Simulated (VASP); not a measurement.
Write the native input for VASP 6.6.1 that does the following.

```yaml
Task: relaxation of cell and atoms
Functional: PBE
Potentials_or_basis: VASP PAW PBE potentials, release 64 (Sn_d)
Cutoff: 500 eV
k_mesh: 16 × 16 × 16
Occupations: gaussian, width 0.3 eV
Spin: no spin polarisation
Target_pressure: 10.9 GPa
Dipole_correction: no
Further_INCAR_settings: ALGO = Normal; EDIFF = 1e-07; IBRION = 2; EDIFFG = -0.002; NSW = 100; ISIF = 3
```

The structure of Sn lies in POSCAR:

```
Sn
1.0
   -2.9196440750      2.9196440750      1.5938000000
    2.9196440750     -2.9196440750      1.5938000000
    2.9196440750      2.9196440750     -1.5938000000
Sn
2
Direct
    0.0000000000      0.0000000000      0.0000000000
    0.7500000000      0.2500000000      0.5000000000
```

The input as run:

INCAR

```
PREC = Accurate ; ENCUT = 500
EDIFF = 1E-7 ; ISMEAR = 0
SIGMA = 0.3 ; LREAL = F
LASPH = T ; NELM = 120
ALGO = Normal ; ISIF = 3
LWAVE = F ; LCHARG = F
GGA = PE ; IBRION = 2
NSW = 100 ; EDIFFG = -0.002
PSTRESS = 109.0 ; GGA_COMPAT = F
NELMIN = 4
```

KPOINTS

```
regular mesh
0
Gamma
  16 16 16
```

Potentials or basis: VASP PAW PBE potentials, release 64 (Sn_d).

Launch:

```console
$ cat potpaw_PBE.64/Sn_d/POTCAR > POTCAR
$ mpirun -np 1 vasp_std > vasp.out
```

Results of the run:

```yaml
Relaxed_volume: 24.28 Å³/atom
Relaxed_cell: a = 4.275 Å, b = 4.275 Å, c = 4.275 Å, α = 97.28°, β = 97.28°, γ = 138.30°
Space_group_after_relaxing_to_0.05_Å: I4_1/amd (No. 141)
Energy_change_on_relaxing_the_enthalpy_is_what_falls: +111.1 meV/atom
Ionic_steps: 9
Pressure_after_relaxing: 10.9 GPa
Band_gap_on_the_k_mesh: zero (band 14 reaches 11.25 eV, above the bottom of band 15 at 6.35 eV)
```

Caveat: the cell is relaxed towards a set pressure, so the enthalpy falls and the energy may rise; spin-orbit coupling is left out, which moves the levels of the heavy elements.

Wall time 8.1 min on 1 thread of Intel(R) Xeon(R) 6975P-C (Granite Rapids) (shared host), peak memory 0.4 GiB.
